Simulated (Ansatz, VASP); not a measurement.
**Co in VASP and in Ansatz**

Contents of INCAR:

```
PREC = Accurate ; ENCUT = 690
EDIFF = 1E-7 ; ISMEAR = -1
SIGMA = 0.05 ; LREAL = F
LASPH = T ; NELM = 200
ALGO = Normal ; ISIF = 3
LWAVE = F ; LCHARG = F
ISPIN = 2 ; MAGMOM = 2 2
LORBIT = 11 ; LMAXMIX = 4
GGA = PS ; IVDW = 12
IBRION = 2 ; NSW = 60
EDIFFG = -0.01 ; GGA_COMPAT = F
NELMIN = 4
```

Contents of KPOINTS:

```
regular mesh
0
Gamma
  12 12 7
```

File POSCAR:

```
Co
1.0
    2.4719999032      0.0000000000      0.0000000000
   -1.2359999516      2.1408147143      0.0000000000
    0.0000000000      0.0000000000      4.0211440800
Co
2
Direct
    0.6666666667      0.3333333333      0.7500000000
    0.3333333333      0.6666666667      0.2500000000
```

Contents of input.yaml:

```yaml
crystal:
  lattice:
    - [2.4719999032, 0.0, 0.0]
    - [-1.2359999516, 2.1408147143, 0.0]
    - [0.0, 0.0, 4.02114408]
  atoms:
    - { symbol: Co, position: [0.6666666667, 0.3333333333, 0.75], spin: 2.0 }
    - { symbol: Co, position: [0.3333333333, 0.6666666667, 0.25], spin: 2.0 }
hamiltonian:
  xc: pbesol
  pseudopotentials: { kind: paw }
  dispersion: d3bj
magnetization:
  spin_polarized: true
kpoints:
  mp_grid: { grid: [12, 12, 7] }
scf:
  occupations: { method: fermi_dirac, width: 0.05 }
output:
  forces: true
  stress: true
  eigenvalues: true
  write_density: true
  write_potential: true
  elf: true
  volumetric_format: npy
relax:
  f_tol: 0.01
  max_steps: 40
  cell: { stress_tol: 0.05 }
```

Alike in both runs: task relaxation of cell and atoms; functional PBEsol; dispersion D3(BJ); k mesh 12 × 12 × 7; occupations fermi-dirac, width 0.05 eV; collinear spin.

|  | VASP | Ansatz |
| --- | --- | --- |
| version | VASP 6.6.1 | Ansatz 0.2.0 |
| potentials or method | VASP PAW PBE potentials, release 64 (Co_sv) | Ansatz PAW |
| plane-wave cutoff (eV) | 690 | 420 |
| valence electrons in the cell | 34 | 34 |

Ansatz gave:

```
gap on the k mesh at the Fermi level, each at its own relaxed structure (eV)  : none
net moment per atom (μB)                                                      : 1.53
size of the moment on the site where the two differ most (μB)                 : 1.59
relaxed volume (Å³/atom)                                                      : 10.10
relaxed length of the cell vector where the two differ most in proportion (Å) : 2.435
```

Question: What did VASP give for the same quantities?

Answer: gap on the k mesh at the Fermi level, each at its own relaxed structure (eV): none; net moment per atom (μB): 1.52; size of the moment on the site where the two differ most (μB): 1.58; relaxed volume (Å³/atom): 10.06; relaxed length of the cell vector where the two differ most in proportion (Å): 2.433.

VASP's potentials were made for PBE, not for PBEsol. Site moments also hang on the region over which each program counts them. A gap of «none» marks a metal or a gap that the smearing closes.

Noted on Ansatz's run: the plane-wave basis is chosen anew once the cell has moved, so the energies of steps on either side of that aren't comparable.
